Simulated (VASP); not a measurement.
Crystal: KCl.

```
K Cl
1.0
     3.91449    0.00000    0.00000
     0.00000    3.91449    0.00000
     0.00000    0.00000    3.91449
K Cl
1 1
Direct
  0.00000 0.00000 0.00000
  0.50000 0.50000 0.50000
```

Base run:

* Program: VASP 6.6.1
* Functional: PBE0
* Potentials or basis: VASP PAW PBE potentials, release 64 (K_sv, Cl)
* Cutoff: 520 eV
* k mesh: 4 × 4 × 4
* Occupations: fermi-dirac, width 0.05 eV
* Spin: no spin polarisation

Its results: band gap on the k mesh 6.61 eV, indirect (least direct gap 6.82 eV); pressure -1.4 GPa.

Q: The run is repeated on the same cell with these changes: functional from PBE0 to HSE06. What comes out?

A: Band gap on the k mesh 5.87 eV, indirect (least direct gap 6.07 eV); pressure -1.3 GPa.

Caveats: the PAW data sets were made with another functional, which shifts forces and pressure a little.

A k mesh can miss the band edges.
